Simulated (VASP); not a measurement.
Here is a VASP 6.6.1 calculation.

Contents of INCAR:

```
  PREC = Accurate
  ENCUT = 520
  EDIFF = 1E-6
  ISMEAR = 0
  SIGMA = 0.01
  LREAL = F
  LASPH = T
  NELM = 100
  ALGO = Normal
  ISIF = 2
  LWAVE = F
  LCHARG = F
  GGA = PE
  NBANDS = 16
```

Contents of KPOINTS:

```
regular mesh
0
Gamma
  6 6 4
```

The input POSCAR:

```
AlN
1.0
    3.1123100000     -0.0547700000     -0.0638500000
   -1.6035900000      2.7364600000      0.0347400000
   -0.1021600000      0.0052000000      4.8832600000
Al N
2 2
Direct
    0.3322200000      0.6614300000      0.9991100000
    0.6749218425      0.3365648527      0.5049273851
    0.3327400000      0.6623700000      0.3821700000
    0.6583600000      0.3304500000      0.8792000000
```

Potentials or basis: VASP PAW PBE potentials, release 64 (Al, N).

The run is started by

```console
$ cat potpaw_PBE.64/Al/POTCAR potpaw_PBE.64/N/POTCAR > POTCAR
$ mpirun -np 1 vasp_std > vasp.out
```

What does it give for the band gap on the k mesh?

4.21 eV, direct.

Estimate the largest force.

1.169 eV/Å.

Predict the pressure.

7.1 GPa.

Forces on the atoms (eV/Å):
```
Al   0.217  0.179 -0.048
Al  -0.364 -0.351 -1.054
N    0.336  0.334  0.294
N   -0.188 -0.161  0.807
```

Caveat: forces of over 1 eV/Å act on the atoms, so gaps and moduli don't describe the material at rest. PBE gaps usually lie below the measured ones, often by a third to a half.
